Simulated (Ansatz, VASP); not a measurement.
# One calculation of Al, two programs

File INCAR:

```
  PREC = Accurate
  ENCUT = 520
  EDIFF = 1E-7
  ISMEAR = 0
  SIGMA = 0.15
  LREAL = False
  LASPH = True
  NELM = 60
  ALGO = Normal
  ISIF = 2
  LWAVE = False
  LCHARG = False
  NBANDS = 8
```

The input KPOINTS:

```
regular mesh
0
Gamma
  22 22 22
```

POSCAR

```
Al
1.0
   -1.5553401694      1.5553401694      1.6760345666
    1.5553401694     -1.5553401694      1.6760345666
    1.5553401694      1.5553401694     -1.6760345666
Al
1
Direct
    0.0000000000      0.0000000000      0.0000000000
```

Input for Ansatz:

```yaml
crystal:
  lattice:
    - [-1.5553401694, 1.5553401694, 1.6760345666]
    - [1.5553401694, -1.5553401694, 1.6760345666]
    - [1.5553401694, 1.5553401694, -1.6760345666]
  atoms:
    - { symbol: Al, position: [0.0, 0.0, 0.0] }
basis:
  ecutwfc: 420
kpoints:
  mp_grid: { grid: [22, 22, 22] }
hamiltonian:
  xc: lda
scf:
  occupations: { method: gaussian, width: 0.15 }
output:
  forces: true
  stress: true
  eigenvalues: true
```

Alike in both runs: task single point; functional LDA; k mesh 22 × 22 × 22; occupations gaussian, width 0.15 eV; no spin polarisation.

```csv
,VASP,Ansatz
version,VASP 6.6.1,Ansatz 0.2.0
potentials or method,"VASP PAW LDA potentials, release 64 (Al), cutoff 520 eV","scalar-relativistic, plane waves, PAW"
valence electrons in the cell,3,3
```

Ansatz gave:

| Item | Value |
| --- | --- |
| gap on the k mesh at the Fermi level (eV) | none |
| pressure (GPa) | -0.2 |
| traceless stress, the component that is largest in VASP (GPa) | 2.16 |

Question: Estimate VASP's values.

Answer: gap on the k mesh at the Fermi level (eV): none; pressure (GPa): -0.1; traceless stress, the component that is largest in VASP (GPa): 2.18.

LDA's correlation is that of Perdew and Zunger in VASP and of Perdew and Wang (1992) in Ansatz. A gap of «none» marks a metal or a gap that the smearing closes.
